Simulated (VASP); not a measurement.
Here is a VASP 6.6.1 calculation.

Contents of INCAR:

```
  AGGAC = 1.0
  AGGAX = 1.0
  ALDAC = 0.0
  ALDAX = 1.0
  ALGO = Normal
  EDIFF = 1E-6
  ENCUT = 520
  GGA = B5
  ISIF = 2
  ISMEAR = -1
  LASPH = T
  LCHARG = F
  LREAL = F
  LWAVE = F
  NBANDS = 15
  NELM = 100
  PREC = Accurate
  SIGMA = 0.05
```

KPOINTS

```
k-points
0
Gamma
  11 11 11
```

POSCAR

```
TiC
1.0
    0.0000000000      2.2081947028      2.2081947028
    2.2081947028      0.0000000000      2.2081947028
    2.2081947028      2.2081947028      0.0000000000
Ti C
1 1
Direct
    0.0000000000      0.0000000000      0.0000000000
    0.5000000000      0.5000000000      0.5000000000
```

Potentials or basis: VASP PAW PBE potentials, release 64 (Ti_sv, C).

The run is started by

```bash
$ cat potpaw_PBE.64/Ti_sv/POTCAR potpaw_PBE.64/C/POTCAR > POTCAR
$ mpirun -np 1 vasp_std > vasp.out
```

What does it give for the pressure?

-5.0 GPa.

Predict the band gap on the k mesh.

zero (band 8 reaches 9.83 eV, above the bottom of band 9 at 8.78 eV).

Caveat: the PAW data sets were made with another functional, which shifts forces and pressure a little.
